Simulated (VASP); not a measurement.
A run of VASP 6.6.1:

Contents of INCAR:

```
SYSTEM = Mg3CdTe4
ALGO = Normal
EDIFF = 1E-6
ENCUT = 520
GGA = PE
ISIF = 2
ISMEAR = 0
LASPH = .TRUE.
LCHARG = .FALSE.
LREAL = .FALSE.
LWAVE = .FALSE.
NBANDS = 31
NELM = 100
PREC = Accurate
SIGMA = 0.02
```

KPOINTS

```
k-points
0
G
  12 12 4
  0 0 0
```

Contents of POSCAR:

```
Mg3CdTe4
1.0
    4.1298223501      0.0000000279      0.0000000000
   -2.0649111992      3.5765310543      0.0000000000
    0.0000000000      0.0000000000     13.4656036063
Mg Cd Te
3 1 4
Direct
    0.0000000000      0.0000000000      0.0000000000
    0.0000000000      0.0000000000      0.7528743902
    0.0000000000      0.0000000000      0.2471256098
    0.0000000000      0.0000000000      0.5000000000
    0.3333333333      0.6666666667      0.8766917653
    0.3333333333      0.6666666667      0.3689144879
    0.6666666667      0.3333333333      0.1233082347
    0.6666666667      0.3333333333      0.6310855121
```

Potentials or basis: VASP PAW PBE potentials, release 64 (Mg, Cd, Te).

Command:

```bash
$ cat potpaw_PBE.64/Mg/POTCAR potpaw_PBE.64/Cd/POTCAR potpaw_PBE.64/Te/POTCAR > POTCAR
$ mpirun -np 1 vasp_std > vasp.out
```

Hardware: 1 thread of Oxide Virtual Turin-like Processor, with other jobs on the host.

Task: Estimate the wall time of this run.

Result: Run time: 8.7 min on 1 thread of Oxide Virtual Turin-like Processor, on a shared host, peak memory 0.56 GiB. Counts: scf iterations 14, k points 69.
